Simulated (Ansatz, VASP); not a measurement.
## Al in VASP and in Ansatz

```
Al
1.0
     0.00000    2.18844    1.73587
     2.18844    0.00000    1.73587
     2.18844    2.18844    0.00000
Al
1
Direct
  0.00000 0.00000 0.00000
```

Alike in both runs: task single point; functional PBE; dispersion D3(BJ); k mesh 22 × 22 × 22; occupations gaussian, width 0.15 eV; no spin polarisation.

```csv
,VASP,Ansatz
version,VASP 6.6.1,Ansatz 0.2.0
potentials or method,"VASP PAW PBE potentials, release 64 (Al), cutoff 520 eV","scalar-relativistic, plane waves, PAW"
valence electrons in the cell,3,3
```

Ansatz gave:

- gap on the k mesh at the Fermi level (eV): none
- pressure (GPa): -2.3
- traceless stress, the component that is largest in VASP (GPa): 3.64

Question: Which values does VASP return?

Answer: gap on the k mesh at the Fermi level (eV): none; pressure (GPa): -2.3; traceless stress, the component that is largest in VASP (GPa): 3.66.

A gap of «none» marks a metal or a gap that the smearing closes.
